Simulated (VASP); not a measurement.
# Se (P3_121) in VASP: single point with LDA

Aim: the single point of Se with LDA.

Program: VASP 6.6.1. These are calculated values, not measurements. Logs are shortened: lines on timing, memory, paths and dates and some standing lists are left out, and cuts for length are marked.

### Step 1. The cell of the first run

Symmetry: P3_121, No. 152, trigonal system. Conventional cell: a = 4.424 Å, b = 4.424 Å, c = 5.019 Å, α = 90.00°, β = 90.00°, γ = 120.00°. Se (site symmetry 2) has 2 Se at 2.40 Å within 3.2 Å.

### Step 2. Single point, LDA (volume scaled by 1.04)

Input file INCAR:

```
SYSTEM = Se
PREC = Accurate
ENCUT = 520
EDIFF = 1E-6
ISMEAR = -1
SIGMA = 0.03
LREAL = .FALSE.
LASPH = .TRUE.
NELM = 60
ALGO = Normal
ISIF = 2
LWAVE = .FALSE.
LCHARG = .FALSE.
GGA = CA
NBANDS = 16
```

Input file KPOINTS:

```
Automatic mesh
0
G
  6 6 5
  0 0 0
```

Input file POSCAR:

```
Se
1.0
    4.4236565372      0.0000000000      0.0000000000
   -2.2118282686      3.8309989389      0.0000000000
    0.0000000000      0.0000000000      5.0187864228
Se
3
Direct
    0.2254000000      0.0000000000      0.3333333333
    0.0000000000      0.2254000000      0.6666666667
    0.7746000000      0.7746000000      0.0000000000
```

Potentials or basis: VASP PAW LDA potentials, release 64 (Se).

On the command line:

```sh
> cat potpaw_LDA.64/Se/POTCAR > POTCAR
> mpirun -np 1 vasp_std > vasp.out
```

OUTCAR:

```text
SYSTEM = Se
   PREC = Accurate
   ENCUT = 520
   EDIFF = 1E-6
   ISMEAR = -1
   LREAL = .FALSE.
   LASPH = .TRUE.
   NELM = 60
   ISIF = 2
   GGA = CA

 ion  position               nearest neighbor table
   1  0.225  0.000  0.333-   3 2.40   2 2.40
   2  0.000  0.225  0.667-   3 2.40   1 2.40
   3  0.775  0.775  0.000-   1 2.40   2 2.40

  LATTYP: Found a hexagonal cell.
 ALAT       =     4.4236565372
 C/A-ratio  =     1.1345334749

  Lattice vectors:

 A1 = (   4.4236565372,   0.0000000000,   0.0000000000)
 A2 = (  -2.2118282686,   3.8309989389,   0.0000000000)
 A3 = (   0.0000000000,   0.0000000000,   5.0187864228)

Analysis of symmetry for initial positions (statically):
=====================================================================
 Subroutine PRICEL returns:
 Original cell was already a primitive cell.

 Routine SETGRP: Setting up the symmetry group for a
 hexagonal supercell.

 Subroutine GETGRP returns: Found  6 space group operations
 (whereof  2 operations were pure point group operations)
 out of a pool of 24 trial point group operations.

The static configuration has the point symmetry C_2 .
 The point group associated with its full space group is D_3 .

Analysis of symmetry for dynamics (positions and initial velocities):
=====================================================================
 Subroutine PRICEL returns:
 Original cell was already a primitive cell.

 Routine SETGRP: Setting up the symmetry group for a
 hexagonal supercell.

 Subroutine GETGRP returns: Found  6 space group operations
 (whereof  2 operations were pure point group operations)
 out of a pool of 24 trial point group operations.

The dynamic configuration has the point symmetry C_2 .
 The point group associated with its full space group is D_3 .

 Subroutine INISYM returns: Found  6 space group operations
 (whereof  2 operations are pure point group operations),
 and found     1 'primitive' translations

----------------------------------------------------------------------------------------

                                     Primitive cell

  volume of cell :      85.0535

  direct lattice vectors                    reciprocal lattice vectors
     4.423656537  0.000000000  0.000000000     0.226057333  0.130514262  0.000000000
    -2.211828269  3.830998939  0.000000000     0.000000000  0.261028524  0.000000000
     0.000000000  0.000000000  5.018786423     0.000000000  0.000000000  0.199251356

  length of vectors
     4.423656537  4.423656537  5.018786423     0.261028524  0.261028524  0.199251356

  position of ions in fractional coordinates (direct lattice)
     0.225400000  0.000000000  0.333333333
     0.000000000  0.225400000  0.666666667
     0.774600000  0.774600000  0.000000000

  ion indices of the primitive-cell ions
   primitive index   ion index
                 1           1
                 2           2
                 3           3

----------------------------------------------------------------------------------------

 KPOINTS: Automatic mesh

Automatic generation of k-mesh.
 Grid dimensions read from file:
 generate k-points for:    6    6    5

 Generating k-lattice:

  Cartesian coordinates                     Fractional coordinates (reciprocal lattice)
     0.037676222  0.021752377  0.000000000     0.166666667  0.000000000  0.000000000
     0.000000000  0.043504754  0.000000000     0.000000000  0.166666667  0.000000000
     0.000000000  0.000000000  0.039850271     0.000000000  0.000000000  0.200000000

  Length of vectors
     0.043504754  0.043504754  0.039850271

  Shift w.r.t. Gamma in fractional coordinates (k-lattice)
     0.000000000  0.000000000  0.000000000

 Subroutine IBZKPT returns following result:
 ===========================================

 Found     27 irreducible k-points:

 Following reciprocal coordinates:
            Coordinates               Weight
  0.000000  0.000000  0.000000      1.000000
  0.166667  0.000000  0.000000      6.000000
  0.333333  0.000000  0.000000      6.000000
  0.500000 -0.000000  0.000000      3.000000
  0.166667  0.166667  0.000000      6.000000
  0.333333  0.166667  0.000000     12.000000
[... 16 lines left out ...]
  0.500000 -0.000000  0.400000      6.000000
  0.166667  0.166667  0.400000     12.000000
 [... further k-points ...]
   k-points           NKPTS =     27   k-points in BZ     NKDIM =     27   number of bands    NBANDS=     16
   number of dos      NEDOS =    301   number of ions     NIONS =      3
   total plane-waves  NPLWV =  51840
   dimension x,y,z NGX =    36 NGY =   36 NGZ =   40
   dimension x,y,z NGXF=    72 NGYF=   72 NGZF=   80
   ions per type =               3
   NGX,Y,Z   is equivalent  to a cutoff of  13.53, 13.53, 13.25 a.u.
   NGXF,Y,Z  is equivalent  to a cutoff of  27.06, 27.06, 26.50 a.u.
 SYSTEM =  Se
   PREC   = accura    normal or accurate (medium, high low for compatibility)
   ISTART =      0    job   : 0-new  1-cont  2-samecut
   ICHARG =      2    charge: 1-file 2-atom 10-const
   ISPIN  =      1    spin polarized calculation?
   LNONCOLLINEAR =      F non collinear calculations
   LSORBIT =      F    spin-orbit coupling
   LASPH  =      T    aspherical Exc in radial PAW
   ENCUT  =  520.0 eV  38.22 Ry    6.18 a.u.   8.23  8.23  9.33*2*pi/ulx,y,z
   NELM   =     60;   NELMIN=  2; NELMDL= -5     # of ELM steps
   EDIFF  = 0.1E-05   stopping-criterion for ELM
   LREAL  =      F    real-space projection
   EDIFFG = 0.1E-04   stopping-criterion for IOM
   NSW    =      0    number of steps for IOM
   IBRION =     -1    ionic relax: 0-MD 1-quasi-New 2-CG
   NFREE  =      0    steps in history (QN), initial steepest desc. (CG)
   ISIF   =      2    stress and relaxation
   ISYM   =      2    0-nonsym 1-usesym 2-fastsym
   POTIM  = 0.5000    time-step for ionic-motion
   TEBEG  =    0.0;   TEEND  =   0.0 temperature during run
   PSTRESS=    0.0 pullay stress
   NELECT =      18.0000    total number of electrons
   NUPDOWN=      -1.0000    fix difference up-down
   EMIN   =  10.00;   EMAX   =-10.00  energy-range for DOS
   EFERMI =   0.00;   METHOD = LEGACY
   ISMEAR =    -1;   SIGMA  =   0.03  broadening in eV -4-tet -1-fermi 0-gaus
   EFERMI_NEDOS =   21; number of points for ismear=-14 and -15
   IALGO  =     38    algorithm
   IMIX   =      4    mixing-type and parameters
     AMIX     =   0.40;   BMIX     =  1.00
     AMIX_MAG =   1.60;   BMIX_MAG =  1.00
  volume/ion in A,a.u.               =      28.35       191.32
  Fermi-wavevector in a.u.,A,eV,Ry     =   0.975592  1.843602 12.949753  0.951780
  Thomas-Fermi vector in A             =   2.106144
   LORBIT       =      0    0 simple, 1 ext, 2 COOP (PROOUT), +10 PAW based schemes
   GGA     = CA    functional components
   LHFCALC =     F    Hartree Fock is set to
   AEXX    =    0.0000 exact exchange contribution
   IVDW    =     0    specifies the selected vdW correction
   LEPSILON=     F    determine dielectric tensor
   LRPA    =     F    only Hartree local field effects (RPA)
 non-spin polarized calculation
  energy-cutoff  :      520.00
  volume of cell :       85.05
 maximum number of plane-waves:      2305
 NGX is ok and might be reduce to    36
   NGX = 17   NGY = 17   NGZ = 19

 number of electron      17.9999999 magnetization

 Free energy of the ion-electron system (eV)
  ---------------------------------------------------
  ext. energy  EPLUGINS =         0.00000000
  ---------------------------------------------------
  free energy    TOTEN  =       -12.28119016 eV

  energy without entropy =      -12.28119016  energy(sigma->0) =      -12.28119016

 E-fermi :   2.7866     XC(G=0):  -9.0235

 val. band max:        2.1552401526   @ k =  -0.1667   0.5000   0.4000
 cond. band min:       3.3532763631   @ k =   0.0000   0.0000   0.4000
 fundamental gap:      1.1980362105
 Fermi energy:         2.7866411038

 k-point     1 :       0.0000    0.0000    0.0000
  band No.  band energies     occupation
      1     -13.3002      2.00000
      2      -9.4021      2.00000
      3      -9.4021      2.00000
      4      -1.4780      2.00000
      5      -1.4780      2.00000
      6      -1.3489      2.00000
[... 8 lines left out ...]
     15       8.6483      0.00000
     16      10.6061      0.00000

 k-point     2 :       0.1667    0.0000    0.0000
  band No.  band energies     occupation
      1     -13.2012      2.00000
      2      -9.4934      2.00000
      3      -9.3952      2.00000
      4      -2.0928      2.00000
      5      -1.7660      2.00000
      6      -1.1895      2.00000
[... 8 lines left out ...]
     15       9.3580      0.00000
     16      10.5805      0.00000

 k-point     3 :       0.3333    0.0000    0.0000
  band No.  band energies     occupation
      1     -12.9776      2.00000
      2      -9.7212      2.00000
      3      -9.3804      2.00000
      4      -2.5744      2.00000
      5      -2.1352      2.00000
      6      -1.1992      2.00000
[... 8 lines left out ...]
     15      10.6720      0.00000
     16      11.5833      0.00000

 k-point     4 :       0.5000   -0.0000    0.0000
  band No.  band energies     occupation
      1     -12.8485      2.00000
      2      -9.8621      2.00000
      3      -9.3727      2.00000
      4      -2.6776      2.00000
      5      -2.2918      2.00000
      6      -1.0377      2.00000
[... 8 lines left out ...]
     15      11.8432      0.00000
     16      11.8971      0.00000

 k-point     5 :       0.1667    0.1667    0.0000
  band No.  band energies     occupation
      1     -13.0379      2.00000
      2      -9.6251      2.00000
      3      -9.4184      2.00000
      4      -2.4174      2.00000
      5      -2.1969      2.00000
      6      -1.0654      2.00000
[... 8 lines left out ...]
     15      10.0679      0.00000
     16      10.9735      0.00000

 k-point     6 :       0.3333    0.1667    0.0000
  band No.  band energies     occupation
      1     -12.8515      2.00000
      2      -9.7766      2.00000
      3      -9.4630      2.00000
      4      -2.6030      2.00000
      5      -2.3882      2.00000
      6      -0.9309      2.00000
[... 8 lines left out ...]
     15      11.0510      0.00000
     16      11.5458      0.00000

 k-point     7 :       0.3333    0.3333    0.0000
  band No.  band energies     occupation
      1     -12.7854      2.00000
      2      -9.6600      2.00000
      3      -9.6600      2.00000
      4      -2.5282      2.00000
      5      -2.5282      2.00000
      6      -0.4588      2.00000
[... 8 lines left out ...]
     15       9.7800      0.00000
     16      11.7667      0.00000

 k-point     8 :       0.0000    0.0000    0.2000
  band No.  band energies     occupation
      1     -13.1193      2.00000
      2     -10.6356      2.00000
      3      -8.2339      2.00000
      4      -1.9222      2.00000
      5      -1.2522      2.00000
      6      -1.1915      2.00000
[... 8 lines left out ...]
     15       9.0963      0.00000
     16       9.5373      0.00000

 k-point     9 :       0.1667    0.0000    0.2000
  band No.  band energies     occupation
      1     -13.0238      2.00000
      2     -10.6076      2.00000
      3      -8.3790      2.00000
      4      -2.1850      2.00000
      5      -1.7490      2.00000
      6      -1.0350      2.00000
[... 8 lines left out ...]
     15       9.5002      0.00000
     16       9.6751      0.00000
[... 172 lines left out ...]
 k-point    19 :       0.1667    0.0000    0.4000
  band No.  band energies     occupation
      1     -12.5022      2.00000
      2     -11.6700      2.00000
      3      -7.6818      2.00000
      4      -2.5333      2.00000
      5      -1.4932      2.00000
      6      -1.1013      2.00000
[... 8 lines left out ...]
     15      10.1147      0.00000
     16      10.1749      0.00000

 k-point    20 :       0.0000    0.1667    0.4000
  band No.  band energies     occupation
      1     -12.5003      2.00000
      2     -11.6739      2.00000
      3      -7.6721      2.00000
      4      -2.5685      2.00000
      5      -1.5709      2.00000
      6      -1.1080      2.00000
[... 8 lines left out ...]
     15       9.6368      0.00000
     16      10.5408      0.00000

 k-point    21 :       0.3333    0.0000    0.4000
  band No.  band energies     occupation
      1     -12.3170      2.00000
      2     -11.5243      2.00000
      3      -8.1395      2.00000
      4      -2.9933      2.00000
      5      -1.9948      2.00000
      6      -1.4867      2.00000
[... 8 lines left out ...]
     15      10.2075      0.00000
     16      10.5294      0.00000

 k-point    22 :       0.0000    0.3333    0.4000
  band No.  band energies     occupation
      1     -12.3089      2.00000
      2     -11.5402      2.00000
      3      -8.1103      2.00000
      4      -3.1047      2.00000
      5      -2.0673      2.00000
      6      -1.4525      2.00000
[... 8 lines left out ...]
     15      10.0219      0.00000
     16      10.9476      0.00000

 k-point    23 :       0.5000   -0.0000    0.4000
  band No.  band energies     occupation
      1     -12.2083      2.00000
      2     -11.4554      2.00000
      3      -8.3546      2.00000
      4      -3.3239      2.00000
      5      -2.2011      2.00000
      6      -1.6293      2.00000
[... 8 lines left out ...]
     15      10.9827      0.00000
     16      11.3077      0.00000

 k-point    24 :       0.1667    0.1667    0.4000
  band No.  band energies     occupation
      1     -12.3624      2.00000
      2     -11.5695      2.00000
      3      -8.0076      2.00000
      4      -2.8724      2.00000
      5      -2.0228      2.00000
      6      -1.4510      2.00000
[... 8 lines left out ...]
     15       9.9987      0.00000
     16      10.4211      0.00000

 [... further k-points ...]
[... 5 lines left out ...]
  --------------------------------------------------------------------------------------
  -------------------------------------------------------------------------------------
  Total       -1.6620165     -1.6620165     -1.5517998      0.0000000      0.0000000     -0.0000000
  in kB      -31.3078871    -31.3078871    -29.2317037      0.0000000      0.0000000     -0.0000000
  external PRESSURE =     -30.6158260 kB  Pullay stress =       0.0000000 kB

 VOLUME and BASIS-vectors are now :
 -----------------------------------------------------------------------------
  energy-cutoff  :      520.00
  volume of cell :       85.05
      direct lattice vectors                 reciprocal lattice vectors
     4.423656537  0.000000000  0.000000000     0.226057333  0.130514262  0.000000000
    -2.211828269  3.830998939  0.000000000     0.000000000  0.261028524  0.000000000
     0.000000000  0.000000000  5.018786423     0.000000000  0.000000000  0.199251356

 POSITION                                       TOTAL-FORCE (eV/Angst)
 -----------------------------------------------------------------------------------
      0.99709      0.00000      1.67293        -0.123804     -0.000000     -0.000000
     -0.49855      0.86351      3.34586         0.061902     -0.107217      0.000000
      1.71328      2.96749      0.00000         0.061902      0.107217      0.000000
 -----------------------------------------------------------------------------------
    total drift:                                0.000002      0.000003     -0.000000

  FREE ENERGIE OF THE ION-ELECTRON SYSTEM (eV)
  ---------------------------------------------------
  free  energy   TOTEN  =       -12.2811901625 eV

  energy  without entropy=      -12.2811901623  energy(sigma->0) =      -12.28119016
```

It took 18 s on 1 thread of Intel Xeon Platinum 8375C at 2.90GHz (Ice Lake), shared host; peak memory 0.18 GiB.

What came out:

* Free energy: -12.2812 eV
* Pressure: -3.1 GPa
* Largest force: 0.124 eV/Å
* Band gap on the k mesh: 1.20 eV, indirect (least direct gap 1.34 eV)

Forces in eV/Å, atoms in the order of the input:
```
Se  -0.124  0.000  0.000
Se   0.062 -0.107  0.000
Se   0.062  0.107  0.000
```
